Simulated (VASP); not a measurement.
# WSe2 in VASP: a series of runs, part 2 of 2

VASP 6.6.1.

### Step 3. Single point, r2SCAN

This run uses another cell than the first one, of the same volume but with other edges.

Contents of POSCAR:

```
WSe2
1.0
    3.2110653347      0.0000000000      0.0000000000
   -1.6055326673      2.7808641531      0.0000000000
    0.0000000000      0.0000000000     25.6616043042
W Se
2 4
Direct
    0.6666666667      0.3333333333      0.1423922113
    0.3333333333      0.6666666667      0.8576077887
    0.3333333333      0.6666666667      0.2113531704
    0.6666666667      0.3333333333      0.9266195386
    0.3333333333      0.6666666667      0.0733804614
    0.6666666667      0.3333333333      0.7886468296
```

Contents of INCAR.step1:

```
PREC     = Accurate       # precision mode
ENCUT    = 520            # plane-wave cutoff, eV
ISMEAR   = 0              # smearing method
SIGMA    = 0.05           # smearing width, eV
LREAL    = F              # projectors in reciprocal space
LASPH    = T              # aspherical terms in the spheres
NELM     = 60             # most SCF steps
NBANDS   = 35             # bands
GGA      = PE             # functional
ALGO     = Normal         # electronic algorithm
EDIFF    = 1E-4           # SCF threshold, eV
LWAVE    = T              # write WAVECAR
LCHARG   = F              # write CHGCAR
```

Contents of INCAR.step2:

```
PREC     = Accurate       # precision mode
ENCUT    = 520            # plane-wave cutoff, eV
EDIFF    = 1E-6           # SCF threshold, eV
ISMEAR   = 0              # smearing method
SIGMA    = 0.05           # smearing width, eV
LREAL    = F              # projectors in reciprocal space
LASPH    = T              # aspherical terms in the spheres
NELM     = 60             # most SCF steps
ALGO     = Normal         # electronic algorithm
ISIF     = 2              # what is computed and relaxed
LWAVE    = F              # write WAVECAR
LCHARG   = F              # write CHGCAR
METAGGA  = R2SCAN         # meta-GGA
LMIXTAU  = T            
NBANDS   = 35             # bands
ISTART   = 1
```

Contents of KPOINTS:

```
regular mesh
0
Gamma
  12 12 2
```

Potentials or basis: VASP PAW PBE potentials, release 64 (W_sv, Se).

Command:

```console
$ cat potpaw_PBE.64/W_sv/POTCAR potpaw_PBE.64/Se/POTCAR > POTCAR
$ cp INCAR.step1 INCAR
$ mpirun -np 1 vasp_std > vasp.out
$ cp INCAR.step2 INCAR
$ mpirun -np 1 vasp_std > vasp.out
```

OUTCAR:

```text
PREC = Accurate
   ENCUT = 520
   EDIFF = 1E-6
   ISMEAR = 0
   LREAL = F
   LASPH = T
   NELM = 60
   ISIF = 2
   METAGGA = R2SCAN
   ISTART = 1

 ion  position               nearest neighbor table
   1  0.667  0.333  0.142-   3 2.56   3 2.56   3 2.56   5 2.56   5 2.56   5 2.56
   2  0.333  0.667  0.858-   6 2.56   6 2.56   6 2.56   4 2.56   4 2.56   4 2.56
   3  0.333  0.667  0.211-   1 2.56   1 2.56   1 2.56
   4  0.667  0.333  0.927-   2 2.56   2 2.56   2 2.56
   5  0.333  0.667  0.073-   1 2.56   1 2.56   1 2.56
   6  0.667  0.333  0.789-   2 2.56   2 2.56   2 2.56

  LATTYP: Found a hexagonal cell.
 ALAT       =     3.2110653347
 C/A-ratio  =     7.9916169960

  Lattice vectors:

 A1 = (   3.2110653347,   0.0000000000,   0.0000000000)
 A2 = (  -1.6055326673,   2.7808641531,   0.0000000000)
 A3 = (   0.0000000000,   0.0000000000,  25.6616043042)

Analysis of symmetry for initial positions (statically):
=====================================================================
 Subroutine PRICEL returns:
 Original cell was already a primitive cell.

 Routine SETGRP: Setting up the symmetry group for a
 hexagonal supercell.
[... 172 lines left out ...]
  free energy    TOTEN  =      -163.17941281 eV

  energy without entropy =     -163.17941281  energy(sigma->0) =     -163.17941281

 E-fermi :   1.0213     XC(G=0):  -6.3937

 val. band max:        0.6780838839   @ k =   0.3333   0.3333   0.5000
 cond. band min:       1.9947153278   @ k =   0.1667   0.1667   0.0000
 fundamental gap:      1.3166314439
 Fermi energy:         1.0213162681

 k-point     1 :       0.0000    0.0000    0.0000
  band No.  band energies     occupation
      1     -75.3179      2.00000
      2     -75.3179      2.00000
      3     -38.9432      2.00000
      4     -38.9432      2.00000
      5     -38.7116      2.00000
      6     -38.7116      2.00000
[... 901 lines left out ...]
     34       5.0333      0.00000
     35       6.9627      0.00000

 [... further k-points ...]
[... 5 lines left out ...]
  --------------------------------------------------------------------------------------
  -------------------------------------------------------------------------------------
  Total        3.4590146      3.4590146     -8.3353249      0.0000000     -0.0000000      0.0000000
  in kB       24.1852323     24.1852323    -58.2801144      0.0000000     -0.0000000      0.0000000
  external PRESSURE =      -3.3032166 kB  Pullay stress =       0.0000000 kB

 VOLUME and BASIS-vectors are now :
 -----------------------------------------------------------------------------
  energy-cutoff  :      520.00
  volume of cell :      229.15
      direct lattice vectors                 reciprocal lattice vectors
     3.211065335  0.000000000  0.000000000     0.311423125  0.179800225  0.000000000
    -1.605532667  2.780864153  0.000000000     0.000000000  0.359600450  0.000000000
     0.000000000  0.000000000 25.661604304     0.000000000  0.000000000  0.038968725

 POSITION                                       TOTAL-FORCE (eV/Angst)
 -----------------------------------------------------------------------------------
      1.60553      0.92695      3.65401        -0.000000      0.000000     -0.002971
     -0.00000      1.85391     22.00759         0.000000      0.000000      0.002971
     -0.00000      1.85391      5.42366        -0.000000      0.000000     -1.157626
      1.60553      0.92695     23.77854        -0.000000      0.000000     -1.133382
     -0.00000      1.85391      1.88306         0.000000     -0.000000      1.133382
      1.60553      0.92695     20.23794         0.000000     -0.000000      1.157626
 -----------------------------------------------------------------------------------
    total drift:                                0.000000     -0.000000      0.000000

  FREE ENERGIE OF THE ION-ELECTRON SYSTEM (eV)
  ---------------------------------------------------
  free  energy   TOTEN  =      -163.1794128100 eV

  energy  without entropy=     -163.1794128100  energy(sigma->0) =     -163.17941281
```

OUTCAR.step1:

```text
PREC = Accurate
   ENCUT = 520
   ISMEAR = 0
   LREAL = F
[... 1150 lines left out ...]
     -0.00000      1.85391      5.42366        -0.000000      0.000000     -0.760497
      1.60553      0.92695     23.77854         0.000000      0.000000     -0.783665
     -0.00000      1.85391      1.88306        -0.000000     -0.000000      0.783665
      1.60553      0.92695     20.23794         0.000000      0.000000      0.760497
 -----------------------------------------------------------------------------------
    total drift:                                0.000000     -0.000000      0.000000

  FREE ENERGIE OF THE ION-ELECTRON SYSTEM (eV)
  ---------------------------------------------------
  free  energy   TOTEN  =       -42.9689154741 eV

  energy  without entropy=      -42.9689154741  energy(sigma->0) =      -42.96891547
```

It took 24 min on 1 thread of Intel Xeon Platinum 8259CL at 2.50GHz (Skylake/Cascade Lake), shared host; peak memory 0.53 GiB.

Results:

```yaml
Free_energy: -163.1794 eV
Largest_force: 1.158 eV/Å
Band_gap_on_the_k_mesh: 1.32 eV (least direct gap 2.06 eV)
```

Forces on the atoms (eV/Å):
```
W    0.000  0.000 -0.003
W    0.000  0.000  0.003
Se   0.000  0.000 -1.158
Se   0.000  0.000 -1.133
Se   0.000  0.000  1.133
Se   0.000  0.000  1.158
```

Levels at points of the mesh, in eV from the valence-band top:
| k point | band 23 | band 24 | band 25 | band 26 | band 27 | band 28 | band 29 | band 30 |
| --- | --- | --- | --- | --- | --- | --- | --- | --- |
| (0.00, 0.00, 0.00) | -0.80 | -0.80 | -0.80 | -0.66 | 3.25 | 3.25 | 3.28 | 3.28 |
| (0.50, 0.00, 0.00) | -1.20 | -1.19 | -0.65 | -0.61 | 2.82 | 2.97 | 2.97 | 2.97 |
| (0.00, 0.00, 0.50) | -0.80 | -0.80 | -0.80 | -0.66 | 3.25 | 3.25 | 3.28 | 3.28 |
| (0.50, 0.00, 0.50) | -1.20 | -1.19 | -0.65 | -0.61 | 2.82 | 2.97 | 2.97 | 2.97 |

Caveat: the PAW data sets were made with another functional, which shifts forces and pressure a little; spin-orbit coupling is left out, which moves the levels of the heavy elements.
